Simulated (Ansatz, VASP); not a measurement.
**One calculation of CuO, two programs**

Contents of INCAR:

```
SYSTEM = CuO
ALGO = Normal
EDIFF = 1E-6
ENCUT = 520
GGA = PS
ISIF = 2
ISMEAR = -1
LASPH = .True.
LCHARG = .False.
LDAU = .True.
LDAUJ = 0 0
LDAUL = 2 -1
LDAUPRINT = 1
LDAUTYPE = 2
LDAUU = 1 0
LMAXMIX = 4
LREAL = .False.
LWAVE = .False.
NBANDS = 25
NELM = 150
PREC = Accurate
SIGMA = 0.05
```

The input KPOINTS:

```
k-points
0
Gamma
  10 10 5
  0 0 0
```

Contents of POSCAR:

```
CuO
1.0
    2.3446500000     -1.7134000000      0.0000000000
    2.3446500000      1.7134000000      0.0000000000
   -0.8605543552      0.0000000000      5.0594363927
Cu O
2 2
Direct
    0.4968000000      0.0032000000      0.5000000000
    0.0032000000      0.4968000000      0.0000000000
    0.4056000000      0.5714000000      0.7537000000
    0.5714000000      0.4056000000      0.2537000000
```

Contents of input.yaml:

```yaml
crystal:
  lattice:
    - [2.34465, -1.7134, 0.0]
    - [2.34465, 1.7134, 0.0]
    - [-0.8605543552, 0.0, 5.0594363927]
  atoms:
    - { symbol: Cu, position: [0.4968, 0.0032, 0.5] }
    - { symbol: Cu, position: [0.0032, 0.4968, 0.0] }
    - { symbol: O, position: [0.4056, 0.5714, 0.7537] }
    - { symbol: O, position: [0.5714, 0.4056, 0.2537] }
hamiltonian:
  xc: pbesol
  pseudopotentials: { kind: paw }
  hubbard: { sites: [{ species: Cu, l: d, u_eff: 1.0 }] }
kpoints:
  mp_grid: { grid: [10, 10, 5] }
  band_path:
    path:
      - [[0.0, 0.0, 0.0], [-0.5, -0.5, 0.0], [-0.5249462874, -0.5249462874, 0.3256415493], [-0.5, -0.5, 0.5], [-0.6336780905, -0.3663219095, 0.5]]
      - [[-0.3663219095, 0.3663219095, 0.5], [0.0, 0.0, 0.5], [-0.4750537126, -0.4750537126, 0.6743584507]]
      - [[-0.5, -0.5, 0.0], [-0.6126314136, -0.3873685864, 0.0]]
      - [[-0.3873685864, 0.3873685864, 0.0], [0.0, 0.0, 0.0], [-0.5, 0.0, 0.0]]
      - [[-0.5, 0.0, 0.5], [0.0, 0.0, 0.0]]
    npoints: 14
scf:
  occupations: { method: fermi_dirac, width: 0.05 }
  n_extra_bands: 10
output:
  forces: true
  stress: true
  eigenvalues: true
  fatbands: false
```

Alike in both runs: functional PBEsol; k mesh 10 × 10 × 5; occupations fermi-dirac, width 0.05 eV; no spin polarisation; Hubbard terms Cu d U = 1.0 eV.

|  | VASP | Ansatz |
| --- | --- | --- |
| version | VASP 6.6.1 | Ansatz 0.2.0 |
| potentials or method | VASP PAW PBE potentials, release 64 (Cu, O) | Ansatz PAW |
| plane-wave cutoff (eV) | 520 | 420 |
| valence electrons in the cell | 34 | 50 |
| task | single point | band structure |

|  | VASP | Ansatz | Ansatz less VASP |
| --- | --- | --- | --- |
| gap on the k mesh at the Fermi level (eV) | none | none | - |
| pressure (GPa) | -2.8 | -2.3 | +0.53 |
| traceless stress, the component that is largest in VASP (GPa) | 1.91 | 2.04 | +0.126 |
| rms of the force components (eV/Å) | 0.424 | 0.430 | +0.0058 |

VASP's potentials were made for PBE, not for PBEsol. The programs project onto different local orbitals, so the same U acts differently, and such runs can settle in different states. Atom by atom the forces differ by 0.011 eV/Å (rms over components). A gap of «none» marks a metal or a gap that the smearing closes. VASP's potentials hold 34 valence electrons a cell and Ansatz's 50, so a difference there can come from the potentials and not from the codes.
